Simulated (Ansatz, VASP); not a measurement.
## Ti in VASP and in Ansatz

```
Ti
1.0
     0.00000    2.07060    2.03000
     2.07060    0.00000    2.03000
     2.07060    2.07060    0.00000
Ti
1
Direct
  0.00000 0.00000 0.00000
```

Change from the starting cell: equal xx and yy strain of +2 %, crystal datasets.

Alike in both runs: task electric field gradients; functional LDA; k mesh 15 × 15 × 15; occupations fermi-dirac, width 0.05 eV; no spin polarisation.

|  | VASP | Ansatz |
| --- | --- | --- |
| version | VASP 6.6.1 | Ansatz 0.2.0 |
| potentials or method | VASP PAW LDA potentials, release 64 (Ti_sv), cutoff 400 eV | all-electron PAW with datasets made for the crystal, scalar-relativistic |

```tsv
	VASP	Ansatz	Ansatz less VASP
pressure (GPa)	-9.5	-8.7	+0.78
traceless stress, the component that is largest in VASP (GPa)	0.52	0.52	-0.005
size of Vzz on the site where it differs most (V/Å²)	1.1	1.1	+0.01
```

LDA's correlation is that of Perdew and Zunger in VASP and of Perdew and Wang (1992) in Ansatz. Ansatz ran all-electron here, and VASP with PAW potentials.
